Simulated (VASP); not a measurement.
# KBr (Fm-3m) in VASP: notebook, part 2 of 2

VASP 6.6.1. Earlier steps stand in the parts before.

## 4. Single point, LDA

Input file INCAR:

```
SYSTEM = KBr
PREC     = Accurate       ! precision mode
ENCUT    = 520            ! plane-wave cutoff, eV
EDIFF    = 1E-6           ! SCF threshold, eV
ISMEAR   = -1             ! smearing method
SIGMA    = 0.05           ! smearing width, eV
LREAL    = .False.        ! projectors in reciprocal space
LASPH    = .True.         ! aspherical terms in the spheres
NELM     = 80             ! most SCF steps
ALGO     = Normal         ! electronic algorithm
ISIF     = 2              ! what is computed and relaxed
LWAVE    = .False.        ! write WAVECAR
LCHARG   = .False.        ! write CHGCAR
NBANDS   = 15             ! bands
```

Input file KPOINTS:

```
Automatic mesh
0
Gamma
  7 7 7
  0 0 0
```

Input file POSCAR:

```
KBr
1.0
    0.0000000000      3.3000000000      3.3000000000
    3.3000000000      0.0000000000      3.3000000000
    3.3000000000      3.3000000000      0.0000000000
Br K
1 1
Direct
    0.5000000000      0.5000000000      0.5000000000
    0.0000000000      0.0000000000      0.0000000000
```

Potentials or basis: VASP PAW LDA potentials, release 64 (Br, K_sv).

Launch:

```sh
cat potpaw_LDA.64/Br/POTCAR potpaw_LDA.64/K_sv/POTCAR > POTCAR
mpirun -np 1 vasp_std > vasp.out
```

OUTCAR:

```text
SYSTEM = KBr
   PREC = Accurate
   ENCUT = 520
   EDIFF = 1E-6
   ISMEAR = -1
   LREAL = .False.
   LASPH = .True.
   NELM = 80
   ISIF = 2

 ion  position               nearest neighbor table
   1  0.500  0.500  0.500-   2 3.30   2 3.30   2 3.30   2 3.30   2 3.30   2 3.30
   2  0.000  0.000  0.000-   1 3.30   1 3.30   1 3.30   1 3.30   1 3.30   1 3.30

  LATTYP: Found a face centered cubic cell.
 ALAT       =     6.6000000000

  Lattice vectors:

 A1 = (   0.0000000000,   3.3000000000,   3.3000000000)
 A2 = (   3.3000000000,   0.0000000000,   3.3000000000)
 A3 = (   3.3000000000,   3.3000000000,   0.0000000000)

Analysis of symmetry for initial positions (statically):
=====================================================================
 Subroutine PRICEL returns:
 Original cell was already a primitive cell.

 Routine SETGRP: Setting up the symmetry group for a
 face centered cubic supercell.

 Subroutine GETGRP returns: Found 48 space group operations
 (whereof 48 operations were pure point group operations)
 out of a pool of 48 trial point group operations.

The static configuration has the point symmetry O_h .

Analysis of symmetry for dynamics (positions and initial velocities):
=====================================================================
 Subroutine PRICEL returns:
 Original cell was already a primitive cell.

 Routine SETGRP: Setting up the symmetry group for a
 face centered cubic supercell.

 Subroutine GETGRP returns: Found 48 space group operations
 (whereof 48 operations were pure point group operations)
 out of a pool of 48 trial point group operations.

The dynamic configuration has the point symmetry O_h .

 Subroutine INISYM returns: Found 48 space group operations
 (whereof 48 operations are pure point group operations),
 and found     1 'primitive' translations

----------------------------------------------------------------------------------------

                                     Primitive cell

  volume of cell :      71.8740

  direct lattice vectors                    reciprocal lattice vectors
[... 113 lines left out ...]
 non-spin polarized calculation
  energy-cutoff  :      520.00
  volume of cell :       71.87
 maximum number of plane-waves:      1948
   NGX = 17   NGY = 17   NGZ = 17

 number of electron      15.9999997 magnetization

 Free energy of the ion-electron system (eV)
  ---------------------------------------------------
  ext. energy  EPLUGINS =         0.00000000
  ---------------------------------------------------
  free energy    TOTEN  =        -6.79736810 eV

  energy without entropy =       -6.79736810  energy(sigma->0) =       -6.79736810

 E-fermi :  -0.8481     XC(G=0):  -7.8862

 val. band max:       -1.9136919485   @ k =   0.0000   0.0000   0.0000
 cond. band min:       2.1244282243   @ k =   0.0000   0.0000   0.0000
 fundamental gap:      4.0381201728
 Fermi energy:        -0.8481340492

 k-point     1 :       0.0000    0.0000    0.0000
  band No.  band energies     occupation
      1     -29.3222      2.00000
      2     -14.2374      2.00000
      3     -13.0369      2.00000
      4     -13.0369      2.00000
      5     -13.0369      2.00000
      6      -1.9137      2.00000
      7      -1.9137      2.00000
      8      -1.9137      2.00000
      9       2.1244      0.00000
     10       5.4322      0.00000
     11       5.4322      0.00000
     12       5.4322      0.00000
     13       6.3055      0.00000
     14       6.3055      0.00000
[... 329 lines left out ...]
      2     -14.2388      2.00000
      3     -13.1104      2.00000
      4     -13.0846      2.00000
      5     -12.9474      2.00000
      6      -2.6274      2.00000
      7      -2.5729      2.00000
      8      -2.3540      2.00000
      9       4.8395      0.00000
     10       5.5744      0.00000
     11       6.1140      0.00000
     12       6.8610      0.00000
     13       8.3590      0.00000
     14       8.3617      0.00000
     15       9.1441      0.00000

------------------------ aborting loop because EDIFF is reached ----------------------------------------

  FORCE on cell =-STRESS in cart. coord.  units (eV):
  Direction    XX          YY          ZZ          XY          YZ          ZX
  --------------------------------------------------------------------------------------
  -------------------------------------------------------------------------------------
  Total       -0.7196204     -0.7196204     -0.7196204     -0.0000000      0.0000000      0.0000000
  in kB      -16.0413982    -16.0413982    -16.0413982     -0.0000000      0.0000000      0.0000000
  external PRESSURE =     -16.0413982 kB  Pullay stress =       0.0000000 kB

 VOLUME and BASIS-vectors are now :
 -----------------------------------------------------------------------------
  energy-cutoff  :      520.00
  volume of cell :       71.87
      direct lattice vectors                 reciprocal lattice vectors
     0.000000000  3.300000000  3.300000000    -0.151515152  0.151515152  0.151515152
     3.300000000  0.000000000  3.300000000     0.151515152 -0.151515152  0.151515152
     3.300000000  3.300000000  0.000000000     0.151515152  0.151515152 -0.151515152

 POSITION                                       TOTAL-FORCE (eV/Angst)
 -----------------------------------------------------------------------------------
      3.30000      3.30000      3.30000         0.000000     -0.000000      0.000000
      0.00000      0.00000      0.00000        -0.000000      0.000000     -0.000000
 -----------------------------------------------------------------------------------
    total drift:                                0.000000      0.000000      0.000000

  FREE ENERGIE OF THE ION-ELECTRON SYSTEM (eV)
  ---------------------------------------------------
  free  energy   TOTEN  =        -6.7973680956 eV

  energy  without entropy=       -6.7973680956  energy(sigma->0) =       -6.79736810
```

OSZICAR:

```text
N       E                     dE             d eps       ncg     rms          rms(c)
DAV:   1     0.102040651154E+03    0.10204E+03   -0.68676E+03   600   0.936E+02
DAV:   2    -0.469860341425E+00   -0.10251E+03   -0.93265E+02   740   0.242E+02
DAV:   3    -0.674429871890E+01   -0.62744E+01   -0.62305E+01   846   0.509E+01
DAV:   4    -0.698543114112E+01   -0.24113E+00   -0.24107E+00   897   0.912E+00
DAV:   5    -0.698768505144E+01   -0.22539E-02   -0.22539E-02   846   0.947E-01    0.325E+00
DAV:   6    -0.682054752067E+01    0.16714E+00   -0.18947E-01   768   0.217E+00    0.235E+00
DAV:   7    -0.679674944836E+01    0.23798E-01   -0.68177E-02   810   0.148E+00    0.114E+00
DAV:   8    -0.679731885385E+01   -0.56941E-03   -0.80271E-03   796   0.663E-01    0.181E-01
DAV:   9    -0.679729201246E+01    0.26841E-04   -0.18017E-04   761   0.807E-02    0.769E-02
DAV:  10    -0.679736835118E+01   -0.76339E-04   -0.73912E-05   712   0.464E-02    0.231E-02
DAV:  11    -0.679736809561E+01    0.25557E-06   -0.40471E-06   830   0.118E-02
   1 F= -.67973681E+01 E0= -.67973681E+01  d E =-.495599E-10
```

stdout:

```text
POSCAR found type information on POSCAR BrK
 POSCAR found :  2 types and       2 ions
 scaLAPACK will be used
 LDA part: xc-table for (Slater(with rela. corr.)+CA(PZ))
 , standard interpolation
 POSCAR, INCAR and KPOINTS ok, starting setup
 FFT: planning ... GRIDC
 FFT: planning ... GRID_SOFT
 FFT: planning ... GRID
 WAVECAR not read
 entering main loop
```

Wall time 15 s (1 thread of Intel Xeon Platinum 8488C (Sapphire Rapids), shared host); peak memory 0.17 GiB.

Results:

```
Free energy            : -6.7974 eV
Pressure               : -1.6 GPa
Band gap on the k mesh : 4.04 eV, direct
```

Levels at points of the mesh, in eV from the valence-band top:
```csv
k point,band 5,band 6,band 7,band 8,band 9,band 10,band 11,band 12
"(0.00, 0.00, 0.00)",-11.12,0.00,0.00,0.00,4.04,7.35,7.35,7.35
```

A hybrid or GW would open this gap; LDA tends to underestimate it.

## 5. Single point, PBE

Input file INCAR:

```
SYSTEM = KBr
ALGO = Normal
EDIFF = 1E-6
ENCUT = 520
GGA = PE
ISIF = 2
ISMEAR = 0
LASPH = .TRUE.
LCHARG = .FALSE.
LREAL = .FALSE.
LWAVE = .FALSE.
NBANDS = 15
NELM = 80
PREC = Accurate
SIGMA = 0.028000000000000004
```

Input file KPOINTS:

```
k-points
0
G
  7 7 7
  0 0 0
```

POSCAR is that of step 4.

Potentials or basis: VASP PAW PBE potentials, release 64 (Br, K_sv).

Launch:

```sh
cat potpaw_PBE.64/Br/POTCAR potpaw_PBE.64/K_sv/POTCAR > POTCAR
mpirun -np 1 vasp_std > vasp.out
```

Wall time 21 s (1 thread of Intel Xeon Platinum 8488C (Sapphire Rapids), shared host); peak memory 0.21 GiB.

Results (log left out):

- Free energy: -6.2151 eV
- Pressure: 0.8 GPa
- Band gap on the k mesh: 4.43 eV, direct

Levels at points of the mesh, in eV from the valence-band top:
```tsv
k point	band 5	band 6	band 7	band 8	band 9	band 10	band 11	band 12
(0.00, 0.00, 0.00)	-11.26	0.00	0.00	0.00	4.43	7.60	7.60	7.60
```

A k mesh can miss the band edges. A hybrid or GW would open this gap; PBE tends to underestimate it.

## 6. Single point, PBE

Input file INCAR:

```
SYSTEM = KBr
ALGO = Normal
EDIFF = 1E-7
ENCUT = 520
GGA = PE
ISIF = 2
ISMEAR = 0
LASPH = .TRUE.
LCHARG = .FALSE.
LREAL = .FALSE.
LWAVE = .FALSE.
NBANDS = 15
NELM = 100
PREC = Accurate
SIGMA = 0.05
```

KPOINTS is that of step 5.

POSCAR is that of step 5.

Potentials or basis: VASP PAW PBE potentials, release 64 (Br, K_sv).

Launch:

```sh
cat potpaw_PBE.64/Br/POTCAR potpaw_PBE.64/K_sv/POTCAR > POTCAR
mpirun -np 1 vasp_std > vasp.out
```

Wall time 18 s (1 thread of Intel Xeon Platinum 8488C (Sapphire Rapids), shared host); peak memory 0.21 GiB.

Results (log left out):

```yaml
Free_energy: -6.2151 eV
Pressure: 0.8 GPa
Band_gap_on_the_k_mesh: 4.43 eV, direct
```

Levels at points of the mesh, in eV from the valence-band top:
```csv
k point,band 4,band 5,band 6,band 7,band 8,band 9,band 10,band 11,band 12,band 13
"(0.00, 0.00, 0.00)",-11.26,-11.26,0.00,0.00,0.00,4.43,7.60,7.60,7.60,8.43
```

A k mesh can miss the band edges.

## 7. Overview

```tsv
task	level	potentials or basis	cell	k mesh	cutoff (eV)	smearing	gap on the mesh (eV)	pressure (GPa)
relaxation of cell and atoms	PBEsol	VASP PAW PBE potentials, release 64 (Br, K_sv)	relaxed to 30 GPa	7 × 7 × 7	600	fermi-dirac 0.05 eV	4.26	30.0
single point	PBE	VASP PAW PBE potentials, release 64 (Br, K_sv)	as given	5 × 5 × 5	520	fermi-dirac 0.03 eV	4.43	0.8
single point	LDA	VASP PAW LDA potentials, release 64 (Br, K_sv)	as given	7 × 7 × 7	520	fermi-dirac 0.05 eV	4.04	-1.6
single point	PBE	VASP PAW PBE potentials, release 64 (Br, K_sv)	as given	7 × 7 × 7	520	gaussian 0.028 eV	4.43	0.8
single point	PBE	VASP PAW PBE potentials, release 64 (Br, K_sv)	as given	7 × 7 × 7	520	gaussian 0.05 eV	4.43	0.8
```

Alike in all rows: no spin polarisation.

Caveats: the cell is relaxed towards a set pressure, so the enthalpy falls and the energy may rise (some runs); the PAW data sets were made with another functional, which shifts forces and pressure a little (some runs).

Absolute energies hang on the potentials; compare differences alone.
